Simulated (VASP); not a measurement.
# RbBr (Fm-3m) in VASP: notebook

RbBr is run at these levels: PBE-based screened hybrid; tasks: single point.

All numbers are computed with VASP 6.6.1; they aren't measurements. Logs are shortened: lines on timing, memory, paths and dates and some standing lists are left out, and cuts for length are marked.

## 1. The cell of the first run

It takes space group Fm-3m (No. 225, cubic). The conventional cell has a = 6.854 Å, b = 6.854 Å, c = 6.854 Å, α = 90.00°, β = 90.00°, γ = 90.00°. Rb (site symmetry m-3m) has 6 Br at 3.43 Å within 4.5 Å. Br (site symmetry m-3m) has 6 Rb at 3.43 Å within 4.5 Å.

## 2. Single point, PBE-based screened hybrid

File POSCAR:

```
RbBr
1.0
    0.0000000000      3.4270000000      3.4270000000
    3.4270000000      0.0000000000      3.4270000000
    3.4270000000      3.4270000000      0.0000000000
Rb Br
1 1
Direct
    0.0000000000      0.0000000000      0.0000000000
    0.5000000000      0.5000000000      0.5000000000
```

File INCAR.step1:

```
SYSTEM = RbBr
ALGO = Normal ; EDIFF = 1E-5
ENCUT = 520 ; GGA = PE
ISIF = 2 ; ISMEAR = -1
LASPH = .True. ; LCHARG = .False.
LREAL = .False. ; LWAVE = .True.
NBANDS = 15 ; NELM = 80
PREC = Accurate ; SIGMA = 0.05
```

File INCAR.step2:

```
SYSTEM = RbBr
AEXX = 0.25 ; ALGO = Normal
EDIFF = 1E-7 ; ENCUT = 520
GGA = PE ; HFSCREEN = 0.1
ISIF = 2 ; ISMEAR = -1
ISTART = 1 ; LASPH = .True.
LCHARG = .False. ; LHFCALC = .True.
LREAL = .False. ; LWAVE = .False.
NBANDS = 15 ; NELM = 80
PREC = Accurate ; PRECFOCK = Normal
SIGMA = 0.05
```

File KPOINTS:

```
k-points
0
Gamma
  4 4 4
  0 0 0
```

Potentials or basis: VASP PAW PBE potentials, release 64 (Rb_sv, Br).

On the command line:

```
cat potpaw_PBE.64/Rb_sv/POTCAR potpaw_PBE.64/Br/POTCAR > POTCAR
cp INCAR.step1 INCAR
mpirun -np 1 vasp_std > vasp.out
cp INCAR.step2 INCAR
mpirun -np 1 vasp_std > vasp.out
```

OUTCAR:

```text
SYSTEM = RbBr
   AEXX = 0.25
   EDIFF = 1E-7
   ENCUT = 520
   GGA = PE
   HFSCREEN = 0.1
   ISIF = 2
   ISMEAR = -1
   ISTART = 1
   LASPH = .True.
   LHFCALC = .True.
   LREAL = .False.
   NELM = 80
   PREC = Accurate
   PRECFOCK = Normal

 ion  position               nearest neighbor table
   1  0.000  0.000  0.000-   2 3.43   2 3.43   2 3.43   2 3.43   2 3.43   2 3.43
   2  0.500  0.500  0.500-   1 3.43   1 3.43   1 3.43   1 3.43   1 3.43   1 3.43

  LATTYP: Found a face centered cubic cell.
 ALAT       =     6.8540000000

  Lattice vectors:

 A1 = (   0.0000000000,   3.4270000000,   3.4270000000)
 A2 = (   3.4270000000,   0.0000000000,   3.4270000000)
 A3 = (   3.4270000000,   3.4270000000,   0.0000000000)

Analysis of symmetry for initial positions (statically):
=====================================================================
 Subroutine PRICEL returns:
 Original cell was already a primitive cell.

 Routine SETGRP: Setting up the symmetry group for a
 face centered cubic supercell.

 Subroutine GETGRP returns: Found 48 space group operations
 (whereof 48 operations were pure point group operations)
 out of a pool of 48 trial point group operations.

The static configuration has the point symmetry O_h .

Analysis of symmetry for dynamics (positions and initial velocities):
=====================================================================
 Subroutine PRICEL returns:
 Original cell was already a primitive cell.

 Routine SETGRP: Setting up the symmetry group for a
 face centered cubic supercell.

 Subroutine GETGRP returns: Found 48 space group operations
 (whereof 48 operations were pure point group operations)
 out of a pool of 48 trial point group operations.

The dynamic configuration has the point symmetry O_h .

 Subroutine INISYM returns: Found 48 space group operations
 (whereof 48 operations are pure point group operations),
 and found     1 'primitive' translations

----------------------------------------------------------------------------------------

                                     Primitive cell

  volume of cell :      80.4956

  direct lattice vectors                    reciprocal lattice vectors
     0.000000000  3.427000000  3.427000000    -0.145900204  0.145900204  0.145900204
     3.427000000  0.000000000  3.427000000     0.145900204 -0.145900204  0.145900204
     3.427000000  3.427000000  0.000000000     0.145900204  0.145900204 -0.145900204

  length of vectors
     4.846509878  4.846509878  4.846509878     0.252706567  0.252706567  0.252706567

  position of ions in fractional coordinates (direct lattice)
     0.000000000  0.000000000  0.000000000
     0.500000000  0.500000000  0.500000000

  ion indices of the primitive-cell ions
   primitive index   ion index
                 1           1
                 2           2

----------------------------------------------------------------------------------------

 KPOINTS: k-points

Automatic generation of k-mesh.
 Grid dimensions read from file:
 generate k-points for:    4    4    4

 Generating k-lattice:

  Cartesian coordinates                     Fractional coordinates (reciprocal lattice)
    -0.036475051  0.036475051  0.036475051     0.250000000  0.000000000  0.000000000
     0.036475051 -0.036475051  0.036475051     0.000000000  0.250000000  0.000000000
     0.036475051  0.036475051 -0.036475051     0.000000000  0.000000000  0.250000000

  Length of vectors
     0.063176642  0.063176642  0.063176642

  Shift w.r.t. Gamma in fractional coordinates (k-lattice)
     0.000000000  0.000000000  0.000000000

 Subroutine IBZKPT returns following result:
 ===========================================

 Found      8 irreducible k-points:

 Following reciprocal coordinates:
            Coordinates               Weight
  0.000000  0.000000  0.000000      1.000000
  0.250000  0.000000  0.000000      8.000000
  0.500000  0.000000  0.000000      4.000000
  0.250000  0.250000  0.000000      6.000000
  0.500000  0.250000  0.000000     24.000000
 -0.250000  0.250000  0.000000     12.000000
  0.500000  0.500000  0.000000      3.000000
 -0.250000  0.500000  0.250000      6.000000
   k-points           NKPTS =      8   k-points in BZ     NKDIM =     64   number of bands    NBANDS=     15
   number of dos      NEDOS =    301   number of ions     NIONS =      2
   total plane-waves  NPLWV =  46656
   dimension x,y,z NGX =    36 NGY =   36 NGZ =   36
   dimension x,y,z NGXF=    72 NGYF=   72 NGZF=   72
   ions per type =               1   1
   NGX,Y,Z   is equivalent  to a cutoff of  12.35, 12.35, 12.35 a.u.
   NGXF,Y,Z  is equivalent  to a cutoff of  24.70, 24.70, 24.70 a.u.
 SYSTEM =  RbBr
   PREC   = accura    normal or accurate (medium, high low for compatibility)
   ISTART =      1    job   : 0-new  1-cont  2-samecut
   ICHARG =      0    charge: 1-file 2-atom 10-const
   ISPIN  =      1    spin polarized calculation?
   LNONCOLLINEAR =      F non collinear calculations
   LSORBIT =      F    spin-orbit coupling
   LASPH  =      T    aspherical Exc in radial PAW
   ENCUT  =  520.0 eV  38.22 Ry    6.18 a.u.   9.01  9.01  9.01*2*pi/ulx,y,z
   NELM   =     80;   NELMIN=  2; NELMDL=  0     # of ELM steps
   EDIFF  = 0.1E-06   stopping-criterion for ELM
   LREAL  =      F    real-space projection
   EDIFFG = 0.1E-05   stopping-criterion for IOM
   NSW    =      0    number of steps for IOM
   IBRION =     -1    ionic relax: 0-MD 1-quasi-New 2-CG
   NFREE  =      0    steps in history (QN), initial steepest desc. (CG)
   ISIF   =      2    stress and relaxation
   ISYM   =      3    0-nonsym 1-usesym 2-fastsym
   POTIM  = 0.5000    time-step for ionic-motion
   TEBEG  =    0.0;   TEEND  =   0.0 temperature during run
   PSTRESS=    0.0 pullay stress
   NELECT =      16.0000    total number of electrons
   NUPDOWN=      -1.0000    fix difference up-down
   EMIN   =  10.00;   EMAX   =-10.00  energy-range for DOS
   EFERMI =   0.00;   METHOD = LEGACY
   ISMEAR =    -1;   SIGMA  =   0.05  broadening in eV -4-tet -1-fermi 0-gaus
   EFERMI_NEDOS =   21; number of points for ismear=-14 and -15
   IALGO  =     38    algorithm
   IMIX   =      1    mixing-type and parameters
     AMIX     =   0.40;   BMIX     =  1.00
     AMIX_MAG =   1.60;   BMIX_MAG =  1.00
  volume/ion in A,a.u.               =      40.25       271.61
  Fermi-wavevector in a.u.,A,eV,Ry     =   0.955412  1.805467 12.419564  0.912812
  Thomas-Fermi vector in A             =   2.084247
   LORBIT       =      0    0 simple, 1 ext, 2 COOP (PROOUT), +10 PAW based schemes
   GGA     = PE    functional components
   LHFCALC =     T    Hartree Fock is set to
   PRECFOCK=normal    Normal, Fast or Accurate (Low or Medium for compatibility)
   ENCUT4O =  -1.0   cutoff for four orbital integrals eV
   NKREDX  =     1    reduce k-point grid by
   NKREDY  =     1    reduce k-point grid by
   NKREDZ  =     1    reduce k-point grid by
   AEXX    =    0.2500 exact exchange contribution
   HFSCREEN=    0.1000 screening length (either q_TF or 0.3 A-1)
   HFSCREENC=   0.1000 screening length for correlation (either q_TF or 0.3 A-1)
   ENCUTFOCK=  -1.0 apply spherical cutoff to Coloumb kernel
   IVDW    =     0    specifies the selected vdW correction
   LEPSILON=     F    determine dielectric tensor
   LRPA    =     F    only Hartree local field effects (RPA)
 non-spin polarized calculation
  energy-cutoff  :      520.00
  volume of cell :       80.50
 maximum number of plane-waves:      2200
  NGX = 28; NGY = 28; NGZ = 28

 number of electron      15.9999999 magnetization

 Free energy of the ion-electron system (eV)
  ---------------------------------------------------
  ext. energy  EPLUGINS =         0.00000000
  ---------------------------------------------------
  free energy    TOTEN  =        -7.30961866 eV

  energy without entropy =       -7.30961866  energy(sigma->0) =       -7.30961866

 E-fermi :  -1.6656     XC(G=0):  -5.8886

 val. band max:       -2.8215735558   @ k =   0.0000   0.0000   0.0000
 cond. band min:       3.0484508718   @ k =   0.0000   0.0000   0.0000
 fundamental gap:      5.8700244275
 Fermi energy:        -1.6655555553

 k-point     1 :       0.0000    0.0000    0.0000
  band No.  band energies     occupation
      1     -28.9431      2.00000
      2     -16.0504      2.00000
      3     -11.8472      2.00000
      4     -11.8472      2.00000
      5     -11.8472      2.00000
      6      -2.8216      2.00000
      7      -2.8216      2.00000
      8      -2.8216      2.00000
      9       3.0485      0.00000
     10       6.0944      0.00000
     11       6.0944      0.00000
     12       6.0944      0.00000
     13       7.0718      0.00000
     14       7.0718      0.00000
     15       9.6429      0.00000

 k-point     2 :       0.2500    0.0000    0.0000
  band No.  band energies     occupation
      1     -28.9378      2.00000
      2     -16.0709      2.00000
      3     -11.8494      2.00000
      4     -11.8494      2.00000
      5     -11.8164      2.00000
      6      -3.3988      2.00000
      7      -3.0162      2.00000
      8      -3.0162      2.00000
      9       4.3402      0.00000
     10       5.9108      0.00000
     11       6.8543      0.00000
     12       6.8543      0.00000
     13       7.9833      0.00000
     14       7.9833      0.00000
     15      11.4074      0.00000
[... 77 lines left out ...]
      3     -12.0424      2.00000
      4     -11.9245      2.00000
      5     -11.9245      2.00000
      6      -3.3351      2.00000
      7      -2.9960      2.00000
      8      -2.9960      2.00000
      9       4.2923      0.00000
     10       5.9720      0.00000
     11       7.9757      0.00000
     12       8.1995      0.00000
     13       8.4624      0.00000
     14       9.9292      0.00000
     15       9.9292      0.00000

 k-point     8 :      -0.2500    0.5000    0.2500
  band No.  band energies     occupation
      1     -28.9295      2.00000
      2     -16.0175      2.00000
      3     -11.9831      2.00000
      4     -11.9831      2.00000
      5     -11.8221      2.00000
      6      -3.3425      2.00000
      7      -3.1962      2.00000
      8      -3.1962      2.00000
      9       5.8246      0.00000
     10       5.8246      0.00000
     11       7.1494      0.00000
     12       7.5701      0.00000
     13       9.9613      0.00000
     14       9.9816      0.00000
     15      10.0664      0.00000

------------------------ aborting loop because EDIFF is reached ----------------------------------------

  FORCE on cell =-STRESS in cart. coord.  units (eV):
  Direction    XX          YY          ZZ          XY          YZ          ZX
  --------------------------------------------------------------------------------------
  -------------------------------------------------------------------------------------
  Total        0.3704399      0.3704399      0.3704399      0.0000000      0.0000000     -0.0000000
  in kB        7.3732010      7.3732010      7.3732010      0.0000000      0.0000000     -0.0000000
  external PRESSURE =       7.3732010 kB  Pullay stress =       0.0000000 kB

 VOLUME and BASIS-vectors are now :
 -----------------------------------------------------------------------------
  energy-cutoff  :      520.00
  volume of cell :       80.50
      direct lattice vectors                 reciprocal lattice vectors
     0.000000000  3.427000000  3.427000000    -0.145900204  0.145900204  0.145900204
     3.427000000  0.000000000  3.427000000     0.145900204 -0.145900204  0.145900204
     3.427000000  3.427000000  0.000000000     0.145900204  0.145900204 -0.145900204

 POSITION                                       TOTAL-FORCE (eV/Angst)
 -----------------------------------------------------------------------------------
      0.00000      0.00000      0.00000         0.000000     -0.000000     -0.000000
      3.42700      3.42700      3.42700        -0.000000      0.000000      0.000000
 -----------------------------------------------------------------------------------
    total drift:                                0.000001      0.000001      0.000001

  FREE ENERGIE OF THE ION-ELECTRON SYSTEM (eV)
  ---------------------------------------------------
  free  energy   TOTEN  =        -7.3096186636 eV

  energy  without entropy=       -7.3096186636  energy(sigma->0) =       -7.30961866
```

Run time: 11 min. Hardware: 1 thread of AMD EPYC 7R13 (Zen 3), shared host; peak memory 0.29 GiB.

What came out:

- Free energy: -7.3096 eV
- Pressure: 0.7 GPa
- Band gap on the k mesh: 5.87 eV, direct

Caveat: the PAW data sets were made with another functional, which shifts forces and pressure a little.

## 3. Single point, PBE-based screened hybrid

POSCAR is that of step 2.

File INCAR.step1:

```
SYSTEM = RbBr
  PREC = Accurate
  ENCUT = 520
  EDIFF = 1E-5
  ISMEAR = -1
  SIGMA = 0.05
  LREAL = .FALSE.
  LASPH = .TRUE.
  NELM = 80
  ALGO = Normal
  ISIF = 2
  LWAVE = .TRUE.
  LCHARG = .FALSE.
  NBANDS = 15
  GGA = PE
```

File INCAR.step2:

```
SYSTEM = RbBr
  PREC = Accurate
  ENCUT = 520
  EDIFF = 1E-6
  ISMEAR = -1
  SIGMA = 0.05
  LREAL = .FALSE.
  LASPH = .TRUE.
  NELM = 80
  ALGO = Normal
  ISIF = 2
  LWAVE = .FALSE.
  LCHARG = .FALSE.
  GGA = PE
  LHFCALC = .TRUE.
  AEXX = 0.25
  HFSCREEN = 0.15
  PRECFOCK = Normal
  NBANDS = 15
  ISTART = 1
```

File KPOINTS:

```
Automatic mesh
0
G
  4 4 4
  0 0 0
```

Potentials or basis: VASP PAW PBE potentials, release 64 (Rb_sv, Br).

On the command line:

```
cat potpaw_PBE.64/Rb_sv/POTCAR potpaw_PBE.64/Br/POTCAR > POTCAR
cp INCAR.step1 INCAR
mpirun -np 1 vasp_std > vasp.out
cp INCAR.step2 INCAR
mpirun -np 1 vasp_std > vasp.out
```

OUTCAR:

```text
SYSTEM = RbBr
   PREC = Accurate
   ENCUT = 520
   EDIFF = 1E-6
   ISMEAR = -1
   LREAL = .FALSE.
   LASPH = .TRUE.
   NELM = 80
   ISIF = 2
   GGA = PE
   LHFCALC = .TRUE.
   AEXX = 0.25
   HFSCREEN = 0.15
   PRECFOCK = Normal
   ISTART = 1

 ion  position               nearest neighbor table
   1  0.000  0.000  0.000-   2 3.43   2 3.43   2 3.43   2 3.43   2 3.43   2 3.43
   2  0.500  0.500  0.500-   1 3.43   1 3.43   1 3.43   1 3.43   1 3.43   1 3.43

  LATTYP: Found a face centered cubic cell.
[... 324 lines left out ...]

  FORCE on cell =-STRESS in cart. coord.  units (eV):
  Direction    XX          YY          ZZ          XY          YZ          ZX
  --------------------------------------------------------------------------------------
  -------------------------------------------------------------------------------------
  Total        0.3805118      0.3805118      0.3805118      0.0000000     -0.0000000      0.0000000
  in kB        7.5736714      7.5736714      7.5736714      0.0000000     -0.0000000      0.0000000
  external PRESSURE =       7.5736714 kB  Pullay stress =       0.0000000 kB

 VOLUME and BASIS-vectors are now :
 -----------------------------------------------------------------------------
  energy-cutoff  :      520.00
  volume of cell :       80.50
      direct lattice vectors                 reciprocal lattice vectors
     0.000000000  3.427000000  3.427000000    -0.145900204  0.145900204  0.145900204
     3.427000000  0.000000000  3.427000000     0.145900204 -0.145900204  0.145900204
     3.427000000  3.427000000  0.000000000     0.145900204  0.145900204 -0.145900204

 POSITION                                       TOTAL-FORCE (eV/Angst)
 -----------------------------------------------------------------------------------
      0.00000      0.00000      0.00000         0.000000      0.000000      0.000000
      3.42700      3.42700      3.42700        -0.000000     -0.000000      0.000000
 -----------------------------------------------------------------------------------
    total drift:                               -0.000003      0.000003     -0.000006

  FREE ENERGIE OF THE ION-ELECTRON SYSTEM (eV)
  ---------------------------------------------------
  free  energy   TOTEN  =        -7.1871845764 eV

  energy  without entropy=       -7.1871845763  energy(sigma->0) =       -7.18718458
```

OSZICAR.step1:

```text
N       E                     dE             d eps       ncg     rms          rms(c)
DAV:   1     0.843392889665E+02    0.84339E+02   -0.67200E+03   240   0.907E+02
DAV:   2    -0.224967072073E+00   -0.84564E+02   -0.77448E+02   347   0.167E+02
DAV:   3    -0.614629060346E+01   -0.59213E+01   -0.58922E+01   310   0.446E+01
DAV:   4    -0.631450174493E+01   -0.16821E+00   -0.16819E+00   395   0.718E+00
DAV:   5    -0.631553336609E+01   -0.10316E-02   -0.10316E-02   317   0.607E-01    0.291E+00
DAV:   6    -0.610089711565E+01    0.21464E+00   -0.26523E-01   317   0.235E+00    0.193E+00
DAV:   7    -0.608469682686E+01    0.16200E-01   -0.12596E-01   317   0.172E+00    0.967E-01
DAV:   8    -0.609628331048E+01   -0.11586E-01   -0.13493E-02   262   0.684E-01    0.107E-01
DAV:   9    -0.609666318593E+01   -0.37988E-03   -0.59049E-04   338   0.124E-01    0.698E-02
DAV:  10    -0.609709540946E+01   -0.43222E-03   -0.59888E-04   254   0.130E-01    0.297E-02
DAV:  11    -0.609709451021E+01    0.89925E-06   -0.35855E-05   303   0.295E-02
   1 F= -.60970945E+01 E0= -.60970945E+01  d E =-.244438E-10
```

Run time: 7.8 min. Hardware: 1 thread of AMD EPYC 7R13 (Zen 3), shared host; peak memory 0.29 GiB.

Results:

| Item | Value |
| --- | --- |
| Free energy | -7.1872 eV |
| Pressure | 0.8 GPa |
| Band gap on the k mesh | 5.70 eV, direct |

Caveat: the PAW data sets were made with another functional, which shifts forces and pressure a little.

(Part 1 of 2 ends here.)
